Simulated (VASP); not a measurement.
# LiNbP2 (P-6m2) in VASP: further runs, part 2 of 2

VASP 6.6.1. The steps go on from the part before.

### Step 4. Relaxation of cell and atoms, PBE

This run uses another cell than the first one, of 16.22 Å³/atom, 1.051 times its volume.

The input, INCAR:

```
  PREC = Accurate
  ENCUT = 600
  EDIFF = 1E-7
  ISMEAR = 0
  SIGMA = 0.1
  LREAL = F
  LASPH = T
  NELM = 80
  ALGO = Normal
  ISIF = 3
  LWAVE = F
  LCHARG = F
  GGA = PE
  IBRION = 2
  NSW = 90
  EDIFFG = -0.04
```

The input, KPOINTS:

```
Automatic mesh
0
Gamma
  6 6 4
```

The input, POSCAR:

```
LiNbP2
1.0
    3.3685601100      0.0000000000      0.0000000000
   -1.6842800500      2.9172586300      0.0000000000
    0.0000000000      0.0000000000      6.6023778100
Li Nb P
1 1 2
Direct
    0.0000000000      0.0000000000      0.0000000000
    0.0000000000      0.0000000000      0.5000000000
    0.3333333300      0.6666666700      0.2500000000
    0.3333333300      0.6666666700      0.7500000000
```

On the command line:

```
$ cat potpaw_PBE.64/Li_sv/POTCAR potpaw_PBE.64/Nb_sv/POTCAR potpaw_PBE.64/P/POTCAR > POTCAR
$ mpirun -np 1 vasp_std > vasp.out
```

Run time: 3.2 min. Hardware: 1 thread of Intel Xeon 6975P-C (Granite Rapids), shared host; peak memory 0.22 GiB.

The run converged. Its results:

```yaml
Free_energy: -25.6178 eV
Relaxed_volume: 15.45 Å³/atom
Relaxed_cell: a = 3.627 Å, b = 3.627 Å, c = 5.424 Å, α = 90.00°, β = 90.00°, γ = 120.00°
Space_group_after_relaxing_to_0.05_Å: P-6m2 (No. 187)
Energy_gained_by_relaxing: 155.4 meV/atom
Ionic_steps: 19
Pressure_after_relaxing: 0.0 GPa
Largest_force_after_relaxing: 0.034 eV/Å
Band_gap_on_the_k_mesh: 0.08 eV, indirect (least direct gap 0.57 eV)
```

Forces on the atoms (eV/Å):
```
Li   0.000  0.000  0.000
Nb   0.000  0.000  0.000
P    0.000  0.000  0.034
P    0.000  0.000 -0.034
```

Step by step:
| step | energy change (eV) | largest force (eV/Å) | pressure (GPa) | volume (Å³) |
| --- | --- | --- | --- | --- |
| 1 | 0.0000 | 0.8944 | -0.46 | 64.88 |
| 2 | -0.2234 | 0.0036 | 2.19 | 64.38 |
| 3 | -0.2937 | 0.6099 | 4.35 | 63.98 |
| 4 | -0.2578 | 1.5955 | 9.08 | 63.02 |
| 5 | -0.3073 | 0.9493 | 5.91 | 63.66 |
| 6 | -0.4077 | 0.7633 | 2.45 | 65.48 |
| 7 | -0.4482 | 0.5914 | -1.09 | 67.57 |
| 8 | -0.4686 | 0.5503 | -1.11 | 67.15 |
| 9 | -0.5223 | 0.4668 | -1.06 | 65.90 |
| 10 | -0.5978 | 0.3838 | -0.39 | 63.40 |
| 11 | -0.2846 | 1.5274 | 7.46 | 58.41 |
| 12 | -0.5938 | 0.4706 | 0.38 | 63.01 |
| 13 | -0.5806 | 0.1693 | 2.04 | 61.01 |
| 14 | -0.5984 | 0.3948 | 0.89 | 62.29 |
| 15 | -0.6172 | 0.0894 | -1.17 | 62.44 |
| 16 | -0.6175 | 0.0425 | -0.96 | 62.43 |
| 17 | -0.6214 | 0.0156 | 0.25 | 61.63 |
| 18 | -0.6214 | 0.0171 | 0.18 | 61.67 |
| 19 | -0.6216 | 0.0339 | -0.04 | 61.78 |

Final structure:
```yaml
crystal:
  lattice:
    - [3.62655, 0.00000, 0.00000]
    - [-1.81327, 3.14068, 0.00000]
    - [0.00000, 0.00000, 5.42429]
  atoms:
    - { symbol: Li, position: [0.00000, 0.00000, 0.00000] }
    - { symbol: Nb, position: [0.00000, 0.00000, 0.50000] }
    - { symbol: P, position: [0.33333, 0.66667, 0.23154] }
    - { symbol: P, position: [0.33333, 0.66667, 0.76846] }
```

Levels at points of the mesh, in eV from the valence-band top:
| k point | band 9 | band 10 | band 11 | band 12 | band 13 | band 14 | band 15 | band 16 | band 17 |
| --- | --- | --- | --- | --- | --- | --- | --- | --- | --- |
| (0.00, 0.00, 0.00) | -2.90 | -2.90 | -1.28 | -1.28 | -0.03 | 1.73 | 1.73 | 3.19 | 3.19 |
| (0.50, 0.00, 0.00) | -5.19 | -3.15 | -2.50 | -2.28 | -1.00 | 1.63 | 2.06 | 2.25 | 2.83 |
| (0.00, 0.00, 0.50) | -2.56 | -2.56 | -2.16 | -1.98 | -1.98 | 1.86 | 1.86 | 3.20 | 3.89 |
| (0.50, 0.00, 0.50) | -4.67 | -3.36 | -2.90 | -2.28 | -0.92 | 0.91 | 2.06 | 2.22 | 2.80 |

Caveat: the cutoff is under 1.25 times the usual one of these potentials, so pressure, stress and relaxed cells hold a basis-set (Pulay) error. A k mesh can miss the band edges.

### Step 5. Relaxation of cell and atoms, PBE

The input, INCAR:

```
PREC = Accurate ; ENCUT = 600
EDIFF = 1E-7 ; ISMEAR = 0
SIGMA = 0.1 ; LREAL = False
LASPH = True ; NELM = 100
ALGO = Normal ; ISIF = 3
LWAVE = False ; LCHARG = False
GGA = PE ; IBRION = 2
NSW = 100 ; EDIFFG = -0.01
```

The input, KPOINTS:

```
Automatic mesh
0
Gamma
  12 12 8
```

The input, POSCAR:

```
LiNbP2
1.0
    3.6239326335      0.0000000000      0.0000000000
   -1.8119663168      3.1384177222      0.0000000000
    0.0000000000      0.0000000000      5.4397130226
Li Nb P
1 1 2
Direct
    0.0000000000      0.0000000000      0.0000000000
    0.0000000000      0.0000000000      0.5000000000
    0.3333333333      0.6666666667      0.2318220471
    0.3333333333      0.6666666667      0.7681779529
```

Potentials or basis: VASP PAW PBE potentials, release 64 (Li_sv, Nb_sv, P).

On the command line:

```
$ cat potpaw_PBE.64/Li_sv/POTCAR potpaw_PBE.64/Nb_sv/POTCAR potpaw_PBE.64/P/POTCAR > POTCAR
$ mpirun -np 1 vasp_std > vasp.out
```

OUTCAR:

```text
PREC = Accurate
   ENCUT = 600
   EDIFF = 1E-7
   ISMEAR = 0
   LREAL = False
   LASPH = True
   NELM = 100
   ISIF = 3
   GGA = PE
   IBRION = 2
   NSW = 100
   EDIFFG = -0.01

 ion  position               nearest neighbor table
   1  0.000  0.000  0.000-   3 2.44   4 2.44   3 2.44   4 2.44   3 2.44   4 2.44   2 2.72   2 2.72

   2  0.000  0.000  0.500-   3 2.55   4 2.55   3 2.55   4 2.55   3 2.55   4 2.55   1 2.72   1 2.72

   3  0.333  0.667  0.232-   1 2.44   1 2.44   1 2.44   4 2.52   2 2.55   2 2.55   2 2.55   4 2.92

   4  0.333  0.667  0.768-   1 2.44   1 2.44   1 2.44   3 2.52   2 2.55   2 2.55   2 2.55   3 2.92

  LATTYP: Found a hexagonal cell.
 ALAT       =     3.6239326335
 C/A-ratio  =     1.5010524678

  Lattice vectors:

 A1 = (   3.6239326335,   0.0000000000,   0.0000000000)
 A2 = (  -1.8119663168,   3.1384177222,   0.0000000000)
[... 265 lines left out ...]

  energy without entropy =      -25.61005591  energy(sigma->0) =      -25.61087244

 E-fermi :   7.8896     XC(G=0): -10.7687

 val. band max:        7.8426198019   @ k =   0.3333   0.3333   0.1250
 cond. band min:       7.9034092652   @ k =   0.2500   0.2500   0.5000
 fundamental gap:      0.0607894633
 Fermi energy:         7.8895832519

 k-point     1 :       0.0000    0.0000    0.0000
  band No.  band energies     occupation
      1     -47.1283      2.00000
      2     -37.4904      2.00000
      3     -23.1944      2.00000
      4     -23.1944      2.00000
      5     -23.1805      2.00000
      6      -4.7807      2.00000
[... 457 lines left out ...]
      4     -23.2245      2.00000
      5     -23.1562      2.00000
      6      -3.8612      2.00000
[... 9 lines left out ...]
     16      10.0604      0.00000
     17      12.5383      0.00000

 [... further k-points ...]

------------------------ aborting loop because EDIFF is reached ----------------------------------------

  FORCE on cell =-STRESS in cart. coord.  units (eV):
  Direction    XX          YY          ZZ          XY          YZ          ZX
  --------------------------------------------------------------------------------------
  -------------------------------------------------------------------------------------
  Total       -0.0038521     -0.0038521      0.0325165      0.0000000     -0.0000000      0.0000000
  in kB       -0.0999034     -0.0999034      0.8433021      0.0000000     -0.0000000      0.0000000
  external PRESSURE =       0.2144984 kB  Pullay stress =       0.0000000 kB
[... 19 lines left out ...]
  FREE ENERGIE OF THE ION-ELECTRON SYSTEM (eV)
  ---------------------------------------------------
  free  energy   TOTEN  =       -25.6116889707 eV

  energy  without entropy=      -25.6100559143  energy(sigma->0) =      -25.61087244

 reached required accuracy - stopping structural energy minimisation
```

CONTCAR:

```text
LiNbP2
   1.00000000000000
     3.6218732689537849    0.0000000000000328    0.0000000000000000
    -1.8109366345268356    3.1366342601873325   -0.0000000000000000
     0.0000000000000000    0.0000000000000000    5.4379335808799700
  Li              Nb              P
     1     1     2
Direct
     0.0000000000000000    0.0000000000000000    0.0000000000000000
     0.0000000000000000    0.0000000000000000    0.5000000000000000
     0.3333333332999970    0.6666666667000030    0.2319302342851663
     0.3333333332999970    0.6666666667000030    0.7680697657148337

  0.00000000E+00  0.00000000E+00  0.00000000E+00
  0.00000000E+00  0.00000000E+00  0.00000000E+00
  0.00000000E+00  0.00000000E+00  0.00000000E+00
  0.00000000E+00  0.00000000E+00  0.00000000E+00
```

Run time: 2.7 min. Hardware: 1 thread of Intel Xeon Platinum 8488C (Sapphire Rapids), shared host; peak memory 0.29 GiB.

Results:

```yaml
Free_energy: -25.6117 eV
Relaxed_volume: 15.44 Å³/atom
Relaxed_cell: a = 3.622 Å, b = 3.622 Å, c = 5.438 Å, α = 90.00°, β = 90.00°, γ = 120.00°
Space_group_after_relaxing_to_0.05_Å: P-6m2 (No. 187)
Energy_gained_by_relaxing: 0.0 meV/atom
Ionic_steps: 3
Pressure_after_relaxing: 0.0 GPa
Largest_force_after_relaxing: 0.003 eV/Å
Band_gap_on_the_k_mesh: zero (band 13 reaches 7.98 eV, above the bottom of band 14 at 7.90 eV)
```

Forces on the atoms (eV/Å):
```
Li   0.000  0.000  0.000
Nb   0.000  0.000  0.000
P    0.000  0.000  0.003
P    0.000  0.000 -0.003
```

Final structure:
```cif
data_structure
_symmetry_space_group_name_H-M 'P 1'
_symmetry_Int_Tables_number 1
_cell_length_a 3.6219
_cell_length_b 3.6219
_cell_length_c 5.4379
_cell_angle_alpha 90.000
_cell_angle_beta 90.000
_cell_angle_gamma 120.000
_cell_volume 61.78
loop_
_atom_site_label
_atom_site_type_symbol
_atom_site_fract_x
_atom_site_fract_y
_atom_site_fract_z
_atom_site_occupancy
Li1 Li 0.00000 0.00000 0.00000 1
Nb1 Nb 0.00000 0.00000 0.50000 1
P1 P 0.33333 0.66667 0.23193 1
P2 P 0.33333 0.66667 0.76807 1
```

Caveat: the cutoff is under 1.25 times the usual one of these potentials, so pressure, stress and relaxed cells hold a basis-set (Pulay) error.

### Step 6. Single point, PBE

The input, INCAR:

```
SYSTEM = LiNbP2
ALGO     = Normal         ! electronic algorithm
EDIFF    = 1E-7           ! SCF threshold, eV
ENCUT    = 520            ! plane-wave cutoff, eV
GGA      = PE             ! functional
ISIF     = 2              ! what is computed and relaxed
ISMEAR   = 0              ! smearing method
LASPH    = .True.         ! aspherical terms in the spheres
LCHARG   = .False.        ! write CHGCAR
LREAL    = .False.        ! projectors in reciprocal space
LWAVE    = .False.        ! write WAVECAR
NBANDS   = 21             ! bands
NELM     = 60             ! most SCF steps
PREC     = Accurate       ! precision mode
SIGMA    = 0.01           ! smearing width, eV
```

The input, KPOINTS:

```
k-points
0
Gamma
  12 12 8
  0 0 0
```

POSCAR is that of step 5.

Potentials or basis: VASP PAW PBE potentials, release 64 (Li_sv, Nb_sv, P).

On the command line:

```
$ cat potpaw_PBE.64/Li_sv/POTCAR potpaw_PBE.64/Nb_sv/POTCAR potpaw_PBE.64/P/POTCAR > POTCAR
$ mpirun -np 1 vasp_std > vasp.out
```

It took 2.3 min on 1 thread of Oxide Virtual Turin-like, shared host; peak memory 0.23 GiB.

It converged, with:

```yaml
Free_energy: -25.6101 eV
Largest_force: 0.017 eV/Å
Band_gap_on_the_k_mesh: zero (band 13 reaches 7.96 eV, above the bottom of band 14 at 7.89 eV)
```

Forces in eV/Å, atoms in the order of the input:
```
Li   0.000  0.000  0.000
Nb   0.000  0.000  0.000
P    0.000  0.000  0.017
P    0.000  0.000 -0.017
```

Levels at points of the mesh, in eV from the Fermi level:
| k point | band 9 | band 10 | band 11 | band 12 | band 13 | band 14 | band 15 | band 16 | band 17 | band 18 |
| --- | --- | --- | --- | --- | --- | --- | --- | --- | --- | --- |
| (0.00, 0.00, 0.00) | -2.81 | -2.81 | -1.21 | -1.21 | 0.04 | 1.82 | 1.82 | 3.25 | 3.25 | 3.56 |
| (0.50, 0.00, 0.00) | -5.11 | -3.10 | -2.43 | -2.19 | -0.93 | 1.70 | 2.13 | 2.27 | 2.90 | 4.80 |
| (0.00, 0.00, 0.50) | -2.48 | -2.48 | -2.10 | -1.89 | -1.89 | 1.94 | 1.94 | 3.24 | 3.95 | 3.95 |
| (0.50, 0.00, 0.50) | -4.61 | -3.28 | -2.84 | -2.23 | -0.84 | 0.96 | 2.13 | 2.29 | 2.88 | 3.58 |

Caveat: the cutoff is under 1.25 times the usual one of these potentials, so pressure, stress and relaxed cells hold a basis-set (Pulay) error.

### Step 7. Single point, PBE

The input, INCAR:

```
SYSTEM = LiNbP2
ALGO = Normal ; EDIFF = 1E-6
ENCUT = 520 ; GGA = PE
ISIF = 2 ; ISMEAR = 0
LASPH = .TRUE. ; LCHARG = .FALSE.
LREAL = .FALSE. ; LWAVE = .FALSE.
NBANDS = 21 ; NELM = 80
PREC = Accurate ; SIGMA = 0.1
```

The input, KPOINTS:

```
k-points
0
G
  12 12 8
  0 0 0
```

The input, POSCAR:

```
LiNbP2
1.0
    3.6234661004      0.0000000000      0.0000000000
   -1.8117330502      3.1380136927      0.0000000000
    0.0000000000      0.0000000000      5.4420759205
Li Nb P
1 1 2
Direct
    0.0000000000      0.0000000000      0.0000000000
    0.0000000000      0.0000000000      0.5000000000
    0.3333333333      0.6666666667      0.2318538649
    0.3333333333      0.6666666667      0.7681461351
```

On the command line:

```
$ cat potpaw_PBE.64/Li_sv/POTCAR potpaw_PBE.64/Nb_sv/POTCAR potpaw_PBE.64/P/POTCAR > POTCAR
$ mpirun -np 1 vasp_std > vasp.out
```

Run time: 2.4 min. Hardware: 1 thread of Oxide Virtual Turin-like, shared host; peak memory 0.22 GiB.

The run converged. Its results:

```yaml
Free_energy: -25.6109 eV
Largest_force: 0.023 eV/Å
Band_gap_on_the_k_mesh: zero (band 13 reaches 7.96 eV, above the bottom of band 14 at 7.89 eV)
```

Forces in eV/Å, atoms in the order of the input:
```
Li   0.000  0.000  0.000
Nb   0.000  0.000  0.000
P    0.000  0.000  0.023
P    0.000  0.000 -0.023
```

Levels at points of the mesh, in eV from the Fermi level:
| k point | band 11 | band 12 | band 13 | band 14 | band 15 | band 16 |
| --- | --- | --- | --- | --- | --- | --- |
| (0.00, 0.00, 0.00) | -1.19 | -1.19 | 0.06 | 1.84 | 1.84 | 3.27 |
| (0.50, 0.00, 0.00) | -2.41 | -2.16 | -0.91 | 1.72 | 2.15 | 2.29 |
| (0.00, 0.00, 0.50) | -2.08 | -1.87 | -1.87 | 1.97 | 1.97 | 3.25 |
| (0.50, 0.00, 0.50) | -2.81 | -2.21 | -0.82 | 0.98 | 2.15 | 2.32 |

Caveat: the cutoff is under 1.25 times the usual one of these potentials, so pressure, stress and relaxed cells hold a basis-set (Pulay) error.

### Step 8. Summary

| task | cell | k mesh | cutoff (eV) | smearing | gap on the mesh (eV) | pressure (GPa) | relaxed volume (Å³/atom) | largest force (eV/Å) |
| --- | --- | --- | --- | --- | --- | --- | --- | --- |
| single point | a = 3.625, b = 3.625, c = 5.428 Å, angles 90.0, 90.0, 120.0°, 4 atoms | 6 × 6 × 4 | 520 | gaussian 0.1 eV | 0.08 | - | - | 0.03 |
| single point | a = 3.369, b = 3.369, c = 6.602 Å, angles 90.0, 90.0, 120.0°, 4 atoms | 6 × 6 × 4 | 520 | gaussian 0.1 eV | none | - | - | 0.90 |
| relaxation of cell and atoms | relaxed from a = 3.369, b = 3.369, c = 6.602 Å, angles 90.0, 90.0, 120.0°, 4 atoms | 6 × 6 × 4 | 600 | gaussian 0.1 eV | 0.08 | 0.0 | 15.45 | 0.03 |
| relaxation of cell and atoms | relaxed from a = 3.624, b = 3.624, c = 5.440 Å, angles 90.0, 90.0, 120.0°, 4 atoms | 12 × 12 × 8 | 600 | gaussian 0.1 eV | none | 0.0 | 15.44 | - |
| single point | a = 3.624, b = 3.624, c = 5.440 Å, angles 90.0, 90.0, 120.0°, 4 atoms | 12 × 12 × 8 | 520 | gaussian 0.01 eV | none | - | - | 0.02 |
| single point | a = 3.623, b = 3.623, c = 5.442 Å, angles 90.0, 90.0, 120.0°, 4 atoms | 12 × 12 × 8 | 520 | gaussian 0.1 eV | none | - | - | 0.02 |

Alike in all rows: level PBE; potentials or basis VASP PAW PBE potentials, release 64 (Li_sv, Nb_sv, P); no spin polarisation.

Caveats: the cutoff is under 1.25 times the usual one of these potentials, so pressure, stress and relaxed cells hold a basis-set (Pulay) error.

Absolute energies hang on the potentials; compare differences alone.
